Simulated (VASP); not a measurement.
# KNa3Ge (Pm-3m) in VASP: further runs, part 2 of 2

VASP 6.6.1. Earlier steps stand in the parts before.

## Step 4: Relaxation of cell and atoms, PBE

The input, INCAR:

```
SYSTEM = KNa3Ge
ALGO = Normal
EDIFF = 1E-7
EDIFFG = -0.04
ENCUT = 600
GGA = PE
IBRION = 2
ISIF = 3
ISMEAR = 0
LASPH = .TRUE.
LCHARG = .FALSE.
LREAL = .FALSE.
LWAVE = .FALSE.
NELM = 100
NSW = 90
PREC = Accurate
SIGMA = 0.1
```

The input, KPOINTS:

```
k-points
0
G
  4 4 4
  0 0 0
```

The input, POSCAR:

```
KNa3Ge
1.0
    5.1061290100      0.0000000000      0.0000000000
    0.0000000000      5.1061290100      0.0000000000
    0.0000000000      0.0000000000      5.1061290100
K Na Ge
1 3 1
Direct
    0.0000000000      0.0000000000      0.0000000000
    0.0000000000      0.5000000000      0.5000000000
    0.5000000000      0.0000000000      0.5000000000
    0.5000000000      0.5000000000      0.0000000000
    0.5000000000      0.5000000000      0.5000000000
```

Potentials or basis: VASP PAW PBE potentials, release 64 (K_sv, Na_pv, Ge_d).

On the command line:

```bash
> cat potpaw_PBE.64/K_sv/POTCAR potpaw_PBE.64/Na_pv/POTCAR potpaw_PBE.64/Ge_d/POTCAR > POTCAR
> mpirun -np 1 vasp_std > vasp.out
```

OUTCAR:

```text
SYSTEM = KNa3Ge
   EDIFF = 1E-7
   EDIFFG = -0.04
   ENCUT = 600
   GGA = PE
   IBRION = 2
   ISIF = 3
   ISMEAR = 0
   LASPH = .TRUE.
   LREAL = .FALSE.
   NELM = 100
   NSW = 90
   PREC = Accurate

 ion  position               nearest neighbor table
   1  0.000  0.000  0.000-
   2  0.000  0.500  0.500-   5 2.55   5 2.55
   3  0.500  0.000  0.500-   5 2.55   5 2.55
   4  0.500  0.500  0.000-   5 2.55   5 2.55
   5  0.500  0.500  0.500-   2 2.55   3 2.55   4 2.55   4 2.55   3 2.55   2 2.55

  LATTYP: Found a simple cubic cell.
 ALAT       =     5.1061290100

  Lattice vectors:

 A1 = (   5.1061290100,   0.0000000000,   0.0000000000)
 A2 = (   0.0000000000,   5.1061290100,   0.0000000000)
 A3 = (   0.0000000000,   0.0000000000,   5.1061290100)

Analysis of symmetry for initial positions (statically):
=====================================================================
 Subroutine PRICEL returns:
 Original cell was already a primitive cell.

 Routine SETGRP: Setting up the symmetry group for a
 simple cubic supercell.

 Subroutine GETGRP returns: Found 48 space group operations
 (whereof 48 operations were pure point group operations)
 out of a pool of 48 trial point group operations.

The static configuration has the point symmetry O_h .

Analysis of symmetry for dynamics (positions and initial velocities):
=====================================================================
 Subroutine PRICEL returns:
 Original cell was already a primitive cell.

 Routine SETGRP: Setting up the symmetry group for a
 simple cubic supercell.

 Subroutine GETGRP returns: Found 48 space group operations
 (whereof 48 operations were pure point group operations)
 out of a pool of 48 trial point group operations.

The dynamic configuration has the point symmetry O_h .
[... 94 lines left out ...]
   IBRION =      2    ionic relax: 0-MD 1-quasi-New 2-CG
   NFREE  =      1    steps in history (QN), initial steepest desc. (CG)
   ISIF   =      3    stress and relaxation
   ISYM   =      2    0-nonsym 1-usesym 2-fastsym
   POTIM  = 0.5000    time-step for ionic-motion
   TEBEG  =    0.0;   TEEND  =   0.0 temperature during run
   PSTRESS=    0.0 pullay stress
   NELECT =      44.0000    total number of electrons
   NUPDOWN=      -1.0000    fix difference up-down
   EMIN   =  10.00;   EMAX   =-10.00  energy-range for DOS
   EFERMI =   0.00;   METHOD = LEGACY
   ISMEAR =     0;   SIGMA  =   0.10  broadening in eV -4-tet -1-fermi 0-gaus
   EFERMI_NEDOS =   21; number of points for ismear=-14 and -15
   IALGO  =     38    algorithm
   IMIX   =      4    mixing-type and parameters
     AMIX     =   0.40;   BMIX     =  1.00
     AMIX_MAG =   1.60;   BMIX_MAG =  1.00
  volume/ion in A,a.u.               =      26.63       179.68
  Fermi-wavevector in a.u.,A,eV,Ry     =   1.131881  2.138944 17.431153  1.281154
  Thomas-Fermi vector in A             =   2.268581
   LORBIT       =      0    0 simple, 1 ext, 2 COOP (PROOUT), +10 PAW based schemes
   GGA     = PE    functional components
   LHFCALC =     F    Hartree Fock is set to
   AEXX    =    0.0000 exact exchange contribution
   IVDW    =     0    specifies the selected vdW correction
   LEPSILON=     F    determine dielectric tensor
   LRPA    =     F    only Hartree local field effects (RPA)
 conjugate gradient relaxation of ions
 non-spin polarized calculation
 Gauss-broadening in eV      SIGMA  =   0.10
  energy-cutoff  :      600.00
  volume of cell :      133.13
 maximum number of plane-waves:      4468
 NGX is ok and might be reduce to    42
   NGX = 21   NGY = 21   NGZ = 21

--------------------------------------- Ionic step        1  -------------------------------------------

 number of electron      44.0000063 magnetization

 Free energy of the ion-electron system (eV)
  ---------------------------------------------------
  ext. energy  EPLUGINS =         0.00000000
  ---------------------------------------------------
  free energy    TOTEN  =        -8.20358099 eV

  energy without entropy =       -8.19642046  energy(sigma->0) =       -8.20000072

------------------------ aborting loop because EDIFF is reached ----------------------------------------

  FORCE on cell =-STRESS in cart. coord.  units (eV):
  Direction    XX          YY          ZZ          XY          YZ          ZX
  --------------------------------------------------------------------------------------
  -------------------------------------------------------------------------------------
  Total        7.5641976      7.5641976      7.5641976     -0.0000000     -0.0000000      0.0000000
  in kB       91.0328410     91.0328410     91.0328410     -0.0000000     -0.0000000      0.0000000
  external PRESSURE =      91.0328410 kB  Pullay stress =       0.0000000 kB
[... 104 lines left out ...]
--------------------------------------- Ionic step        4  -------------------------------------------

 number of electron      44.0000056 magnetization

 Free energy of the ion-electron system (eV)
  ---------------------------------------------------
  ext. energy  EPLUGINS =         0.00000000
  ---------------------------------------------------
  free energy    TOTEN  =        -9.46637276 eV

  energy without entropy =       -9.44659933  energy(sigma->0) =       -9.45648604

 E-fermi :   0.5008     XC(G=0):  -6.7341

 val. band max:        0.4963131486   @ k =   0.2500   0.0000   0.0000
 cond. band min:       0.5139475963   @ k =   0.5000   0.5000   0.0000
 fundamental gap:      0.0176344477
 Fermi energy:         0.5007758743

 k-point     1 :       0.0000    0.0000    0.0000
  band No.  band energies     occupation
      1     -31.6899      2.00000
      2     -23.7003      2.00000
      3     -23.7003      2.00000
      4     -23.7003      2.00000
      5     -23.6984      2.00000
      6     -23.6984      2.00000
[... 311 lines left out ...]
  FREE ENERGIE OF THE ION-ELECTRON SYSTEM (eV)
  ---------------------------------------------------
  free  energy   TOTEN  =        -9.4663727578 eV

  energy  without entropy=       -9.4465993280  energy(sigma->0) =       -9.45648604

 reached required accuracy - stopping structural energy minimisation
```

Wall time 75 s (1 thread of Intel Xeon 6975P-C (Granite Rapids), shared host); peak memory 0.28 GiB.

Results:

| Property | Result |
| --- | --- |
| Free energy | -9.4664 eV |
| Relaxed volume | 38.47 Å³/atom |
| Relaxed cell | a = 5.773 Å, b = 5.773 Å, c = 5.773 Å, α = 90.00°, β = 90.00°, γ = 90.00° |
| Space group after relaxing (to 0.1 Å) | Pm-3m (No. 221) |
| Energy gained by relaxing | 252.6 meV/atom |
| Ionic steps | 4 |
| Pressure after relaxing | 0.1 GPa |
| Band gap on the k mesh | zero (bands 22 and 23 overlap by 0.31 eV) |

Step by step:
```
step  energy change (eV)  largest force (eV/Å)  pressure (GPa)  volume (Å³)
   1              0.0000                0.0000            9.10       133.13
   2             -1.0519                0.0000            2.62       164.46
   3             -1.2416                0.0000            0.70       183.67
   4             -1.2628                0.0000            0.10       192.36
```

Final structure:
```
CELL_PARAMETERS angstrom
5.77256 0.00000 0.00000
0.00000 5.77256 0.00000
0.00000 0.00000 5.77256
ATOMIC_POSITIONS crystal
K 0.00000 0.00000 0.00000
Na 0.00000 0.50000 0.50000
Na 0.50000 0.00000 0.50000
Na 0.50000 0.50000 0.00000
Ge 0.50000 0.50000 0.50000
```

Levels at points of the mesh, in eV from the Fermi level:
```tsv
k point	band 19	band 20	band 21	band 22	band 23	band 24	band 25	band 26
(0.00, 0.00, 0.00)	-7.22	-1.09	-0.29	-0.29	-0.29	1.59	1.59	4.07
(0.50, 0.00, 0.00)	-7.12	-1.97	-0.15	-0.15	0.40	1.86	2.22	2.99
(0.50, 0.50, 0.00)	-7.03	-1.37	-1.37	0.01	0.06	1.79	2.67	2.67
(0.50, 0.50, 0.50)	-6.94	-1.05	-1.05	-1.05	0.92	0.92	0.92	1.84
```

Caveat: the volume moved by over 15 % at a fixed basis, so the end points are rough.

## Step 5: Overview

| task | cell | cutoff (eV) | gap on the mesh (eV) | pressure (GPa) |
| --- | --- | --- | --- | --- |
| single point | a = 5.106 Å, 5 atoms | 520 | none | 9.1 |
| single point | a = 5.768 Å, 5 atoms | 520 | none | 0.2 |
| relaxation of cell and atoms | relaxed from a = 5.106 Å, 5 atoms | 600 | none | 0.1 |

Alike in all rows: level PBE; potentials or basis VASP PAW PBE potentials, release 64 (K_sv, Na_pv, Ge_d); no spin polarisation; k mesh 4 × 4 × 4; smearing gaussian 0.1 eV.

Caveats: the cell stands under pressure (at least some runs); the volume moved by over 15 % at a fixed basis, so the end points are rough (at least some runs).

Total energies depend on the potentials used, so only differences within one code and one set of settings carry meaning.
